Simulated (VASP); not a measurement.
# Ba in VASP: further runs, part 2 of 2

VASP 6.6.1.

### Step 4. Single point, PBEsol (equal xy, yz and zx shear strains of -1 %)

INCAR

```
ALGO     = Normal         # electronic algorithm
EDIFF    = 1E-6           # SCF threshold, eV
ENCUT    = 520            # plane-wave cutoff, eV
GGA      = PS             # functional
ISIF     = 2              # what is computed and relaxed
ISMEAR   = -1             # smearing method
LASPH    = True           # aspherical terms in the spheres
LCHARG   = True           # write CHGCAR
LELF     = True           # ELF
LREAL    = False          # projectors in reciprocal space
LVHAR    = True         
LWAVE    = False          # write WAVECAR
NBANDS   = 11             # bands
NELM     = 60             # most SCF steps
PREC     = Accurate       # precision mode
SIGMA    = 0.05           # smearing width, eV
```

KPOINTS

```
k-points
0
Gamma
  10 10 10
```

POSCAR

```
Ba
1.0
   -2.5250000000      2.5000000000      2.5000000000
    2.5000000000     -2.5250000000      2.5000000000
    2.5000000000      2.5000000000     -2.5250000000
Ba
1
Direct
    0.0000000000      0.0000000000      0.0000000000
```

Potentials or basis: VASP PAW PBE potentials, release 64 (Ba_sv).

Launch:

```bash
cat potpaw_PBE.64/Ba_sv/POTCAR > POTCAR
mpirun -np 1 vasp_std > vasp.out
```

OUTCAR:

```text
EDIFF = 1E-6
   ENCUT = 520
   GGA = PS
   ISIF = 2
   ISMEAR = -1
   LASPH = True
   LREAL = False
   NELM = 60
   PREC = Accurate

 ion  position               nearest neighbor table
   1  0.000  0.000  0.000-

  LATTYP: Found a trigonal (rhomboedric) cell.
 ALAT       =     4.3446087281
 COS(alpha) =    -0.3377371610

  Lattice vectors:

 A1 = (  -2.5250000000,   2.5000000000,   2.5000000000)
 A2 = (   2.5000000000,  -2.5250000000,   2.5000000000)
 A3 = (   2.5000000000,   2.5000000000,  -2.5250000000)

Analysis of symmetry for initial positions (statically):
=====================================================================
 Subroutine PRICEL returns:
 Original cell was already a primitive cell.

 Routine SETGRP: Setting up the symmetry group for a
 trigonal (rhombohedral) supercell.

 Subroutine GETGRP returns: Found 12 space group operations
 (whereof 12 operations were pure point group operations)
 out of a pool of 12 trial point group operations.

The static configuration has the point symmetry D_3d.

Analysis of symmetry for dynamics (positions and initial velocities):
[... 159 lines left out ...]

 val. band max:        1.5415481594   @ k =   0.3000   0.3000   0.0000
 cond. band min:       1.5575440830   @ k =  -0.3000  -0.4000   0.1000
 fundamental gap:      0.0159959236
 Fermi energy:         1.5483371294

 k-point     1 :       0.0000    0.0000    0.0000
  band No.  band energies     occupation
      1     -27.2820      2.00000
      2     -12.2120      2.00000
      3     -12.2120      2.00000
      4     -12.2003      2.00000
      5      -1.2106      2.00000
      6       3.3071      0.00000
      7       3.4178      0.00000
      8       3.4178      0.00000
      9       4.8324      0.00000
     10       4.8324      0.00000
     11       8.4497      0.00000
[... 309 lines left out ...]
 k-point    24 :       0.4000    0.3000    0.0000
  band No.  band energies     occupation
      1     -27.2314      2.00000
      2     -12.5771      2.00000
      3     -12.4920      2.00000
      4     -12.2710      2.00000
      5       1.5247      1.23236
      6       2.0401      0.00011
      7       2.2652      0.00000
      8       4.8882      0.00000
      9       5.1871      0.00000
     10       6.5120      0.00000
     11       7.6833      0.00000

 [... further k-points ...]
[... 5 lines left out ...]
  --------------------------------------------------------------------------------------
  -------------------------------------------------------------------------------------
  Total       -0.2106664     -0.2106664     -0.2106664      0.0409304      0.0409304      0.0409304
  in kB       -5.4008043     -5.4008043     -5.4008043      1.0493232      1.0493232      1.0493232
  external PRESSURE =      -5.4008043 kB  Pullay stress =       0.0000000 kB

 VOLUME and BASIS-vectors are now :
 -----------------------------------------------------------------------------
  energy-cutoff  :      520.00
  volume of cell :       62.50
      direct lattice vectors                 reciprocal lattice vectors
    -2.525000000  2.500000000  2.500000000     0.002010151  0.201015126  0.201015126
     2.500000000 -2.525000000  2.500000000     0.201015126  0.002010151  0.201015126
     2.500000000  2.500000000 -2.525000000     0.201015126  0.201015126  0.002010151

 POSITION                                       TOTAL-FORCE (eV/Angst)
 -----------------------------------------------------------------------------------
      0.00000      0.00000      0.00000         0.000000     -0.000000      0.000000
 -----------------------------------------------------------------------------------
    total drift:                                0.000000      0.000000     -0.000000

  FREE ENERGIE OF THE ION-ELECTRON SYSTEM (eV)
  ---------------------------------------------------
  free  energy   TOTEN  =        -2.1456271535 eV

  energy  without entropy=       -2.1345347839  energy(sigma->0) =       -2.14008097
```

OSZICAR:

```text
N       E                     dE             d eps       ncg     rms          rms(c)
DAV:   1     0.548962266354E+02    0.54896E+02   -0.42276E+03  2552   0.746E+02
DAV:   2     0.596631707983E+00   -0.54300E+02   -0.52789E+02  3087   0.137E+02
DAV:   3    -0.206470496204E+01   -0.26613E+01   -0.26443E+01  3192   0.315E+01
DAV:   4    -0.214418733560E+01   -0.79482E-01   -0.79340E-01  3339   0.518E+00
DAV:   5    -0.214673870418E+01   -0.25514E-02   -0.25510E-02  3442   0.727E-01    0.159E+00
DAV:   6    -0.214591496087E+01    0.82374E-03   -0.33479E-03  3179   0.521E-01    0.941E-01
DAV:   7    -0.214552489805E+01    0.39006E-03   -0.53520E-03  2990   0.704E-01    0.408E-02
DAV:   8    -0.214562290821E+01   -0.98010E-04   -0.29076E-04  4071   0.915E-02    0.215E-02
DAV:   9    -0.214562674718E+01   -0.38390E-05   -0.39486E-06  3002   0.190E-02    0.489E-03
DAV:  10    -0.214562715353E+01   -0.40635E-06   -0.19234E-06  2831   0.880E-03
   1 F= -.21456272E+01 E0= -.21400810E+01  d E =-.110924E-01
```

stdout:

```text
POSCAR found type information on POSCAR Ba
 POSCAR found :  1 types and       1 ions
 scaLAPACK will be used
 -----------------------------------------------------------------------------
|                                                                             |
|                                                                             |
|     You enforced a specific xc type in the INCAR file but a different       |
|     I HOPE YOU KNOW WHAT YOU ARE DOING!                                     |
|                                                                             |
 -----------------------------------------------------------------------------

 LDA part: xc-table for (Slater+PW92), standard interpolation
 POSCAR, INCAR and KPOINTS ok, starting setup
 FFT: planning ... GRIDC
 FFT: planning ... GRID_SOFT
 FFT: planning ... GRID
 WAVECAR not read
 entering main loop
```

Run time: 36 s. Hardware: 1 thread of Intel Xeon Platinum 8259CL at 2.50GHz (Skylake/Cascade Lake), shared host; peak memory 0.22 GiB.

Results:

| Property | Result |
| --- | --- |
| Free energy | -2.1456 eV |
| Pressure | -0.5 GPa |
| Band gap on the k mesh | zero (band 5 reaches 1.89 eV, above the bottom of band 6 at 1.01 eV) |

Stress tensor (GPa, compression positive):
```
-0.54  0.10  0.10
 0.10 -0.54  0.10
 0.10  0.10 -0.54
```

Levels at points of the mesh, in eV from the Fermi level:
| k point | band 1 | band 2 | band 3 | band 4 | band 5 | band 6 | band 7 | band 8 | band 9 | band 10 |
| --- | --- | --- | --- | --- | --- | --- | --- | --- | --- | --- |
| (0.00, 0.00, 0.00) | -28.83 | -13.76 | -13.76 | -13.75 | -2.76 | 1.76 | 1.87 | 1.87 | 3.28 | 3.28 |
| (0.50, 0.00, 0.00) | -28.78 | -14.24 | -13.92 | -13.76 | -0.89 | 0.70 | 1.33 | 3.20 | 3.79 | 5.32 |
| (0.50, 0.50, 0.00) | -28.79 | -14.23 | -13.90 | -13.76 | -0.90 | 0.68 | 1.26 | 3.27 | 3.87 | 5.27 |
| (0.50, 0.50, 0.50) | -28.75 | -14.11 | -14.08 | -14.08 | -0.53 | -0.53 | 4.37 | 4.37 | 4.44 | 4.74 |

Caveat: the cell differs from its parent crystal (equal xy, yz and zx shear strains of -1 %); the PAW data sets were made with another functional, which shifts forces and pressure a little; spin-orbit coupling is left out, which moves the levels of the heavy elements.

### Step 5. Overview

```csv
cell,gap on the mesh (eV),pressure (GPa)
"a = 4.388 Å, angles 108.9, 108.9, 110.5°, 1 atom",none,-0.8
"a = 4.359 Å, angles 110.0°, 1 atom",none,-0.5
"a = 4.345 Å, angles 109.7°, 1 atom",none,-0.5
```

Alike in all rows: task single point; level PBEsol; potentials or basis VASP PAW PBE potentials, release 64 (Ba_sv); no spin polarisation; k mesh 10 × 10 × 10; cutoff (eV) 520; smearing fermi-dirac 0.05 eV.

Caveats: the PAW data sets were made with another functional, which shifts forces and pressure a little; spin-orbit coupling is left out, which moves the levels of the heavy elements.

Total energies depend on the potentials used, so only differences within one code and one set of settings carry meaning.
